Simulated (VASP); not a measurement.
Set up this calculation in VASP 6.6.1, as the native input.

```
Task                               : single point
Functional                         : PBE-based screened hybrid
Potentials or basis                : VASP PAW PBE potentials, release 64 (Mg, S)
Cutoff                             : 520 eV
k mesh                             : 4 × 4 × 4
Occupations                        : gaussian, width 0.01 eV
Spin                               : no spin polarisation
Dipole correction                  : no
Grid for exact exchange (PRECFOCK) : Normal
Share of exact exchange            : 0.15
Further INCAR settings             : ALGO = Normal; EDIFF = 1e-06; NBANDS = 11
Screening parameter                : 0.2078 1/Å
```

MgS:

```
Mg S
1.0
     0.00000    2.83088    2.83088
     2.83088    0.00000    2.83088
     2.83088    2.83088    0.00000
Mg S
1 1
Direct
  0.00000 0.00000 0.00000
  0.25000 0.25000 0.25000
```

One way to write it, as run:

POSCAR

```
MgS
1.0
    0.0000000000      2.8308768389      2.8308768389
    2.8308768389      0.0000000000      2.8308768389
    2.8308768389      2.8308768389      0.0000000000
Mg S
1 1
Direct
    0.0000000000      0.0000000000      0.0000000000
    0.2500000000      0.2500000000      0.2500000000
```

INCAR.step1

```
SYSTEM = MgS
ALGO = Normal ; EDIFF = 1E-5
ENCUT = 520 ; GGA = PE
ISIF = 2 ; ISMEAR = 0
LASPH = .True. ; LCHARG = .False.
LREAL = .False. ; LWAVE = .True.
NBANDS = 11 ; NELM = 100
PREC = Accurate ; SIGMA = 0.01
```

INCAR.step2

```
SYSTEM = MgS
AEXX = 0.15 ; ALGO = Normal
EDIFF = 1E-6 ; ENCUT = 520
GGA = PE ; HFSCREEN = 0.2078
ISIF = 2 ; ISMEAR = 0
ISTART = 1 ; LASPH = .True.
LCHARG = .False. ; LHFCALC = .True.
LREAL = .False. ; LWAVE = .False.
NBANDS = 11 ; NELM = 100
PREC = Accurate ; PRECFOCK = Normal
SIGMA = 0.01
```

KPOINTS

```
k-points
0
Gamma
  4 4 4
  0 0 0
```

Potentials or basis: VASP PAW PBE potentials, release 64 (Mg, S).

The run is started by

```console
$ cat potpaw_PBE.64/Mg/POTCAR potpaw_PBE.64/S/POTCAR > POTCAR
$ cp INCAR.step1 INCAR
$ mpirun -np 1 vasp_std > vasp.out
$ cp INCAR.step2 INCAR
$ mpirun -np 1 vasp_std > vasp.out
```

Results of the run:

The pressure is 0.4 GPa. The band gap on the k mesh is 4.09 eV, direct.

Caveat: the k points lie up to 0.48 Å⁻¹ apart; the PAW data sets were made with another functional, which shifts forces and pressure a little.

It took 72 s on 1 thread of AMD EPYC 9R45 96-Core Processor (Zen 5) (shared host), peak memory 0.24 GiB.
